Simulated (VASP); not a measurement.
Wanted: the native input for a VASP 6.6.1 run.

| Item | Value |
| --- | --- |
| Task | relaxation of cell and atoms |
| Functional | PBEsol |
| Potentials or basis | VASP PAW PBE potentials, release 64 (Lu) |
| Cutoff | 600 eV |
| k mesh | 8 × 8 × 8 |
| Occupations | fermi-dirac, width 0.1 eV |
| Spin | no spin polarisation |
| Dipole correction | no |
| Further INCAR settings | ALGO = Normal; EDIFF = 1e-06; IBRION = 2; EDIFFG = -0.03; NSW = 80; ISIF = 3 |

The structure of Lu lies in POSCAR:

```
Lu
1.0
    3.1900000000      0.0000000000      0.0000000000
    0.0000000000      3.1900000000      0.0000000000
    0.0000000000      0.0000000000      3.1900000000
Lu
1
Direct
    0.0000000000      0.0000000000      0.0000000000
```

This isn't the form of Lu at room conditions, which is hcp.

One way to write it, as run:

INCAR

```
SYSTEM = Lu
PREC     = Accurate       ! precision mode
ENCUT    = 600            ! plane-wave cutoff, eV
EDIFF    = 1E-6           ! SCF threshold, eV
ISMEAR   = -1             ! smearing method
SIGMA    = 0.1            ! smearing width, eV
LREAL    = .FALSE.        ! projectors in reciprocal space
LASPH    = .TRUE.         ! aspherical terms in the spheres
NELM     = 80             ! most SCF steps
ALGO     = Normal         ! electronic algorithm
ISIF     = 3              ! what is computed and relaxed
LWAVE    = .FALSE.        ! write WAVECAR
LCHARG   = .FALSE.        ! write CHGCAR
GGA      = PS             ! functional
IBRION   = 2              ! ionic algorithm
NSW      = 80             ! ionic steps
EDIFFG   = -0.03          ! ionic threshold
```

KPOINTS

```
regular mesh
0
G
  8 8 8
  0 0 0
```

Potentials or basis: VASP PAW PBE potentials, release 64 (Lu).

Launch:

```bash
$ cat potpaw_PBE.64/Lu/POTCAR > POTCAR
$ mpirun -np 1 vasp_std > vasp.out
```

Results of the run:

```json
{
 "Relaxed volume": "30.62 Å³/atom",
 "Relaxed cell": "a = 3.129 Å, b = 3.129 Å, c = 3.129 Å, α = 90.00°, β = 90.00°, γ = 90.00°",
 "Space group after relaxing (to 0.1 Å)": "Pm-3m (No. 221)",
 "Energy gained by relaxing": "8.8 meV/atom",
 "Ionic steps": "3",
 "Pressure after relaxing": "0.0 GPa",
 "Band gap on the k mesh": "zero (an odd number of electrons rules out a gap without spin polarisation)"
}
```

Caveat: the PAW data sets were made with another functional, which shifts forces and pressure a little; spin-orbit coupling is left out, which moves the levels of the heavy elements.

Run time: 26 s on 1 thread of Intel(R) Xeon(R) 6975P-C (Granite Rapids), on a shared host, peak memory 0.19 GiB.
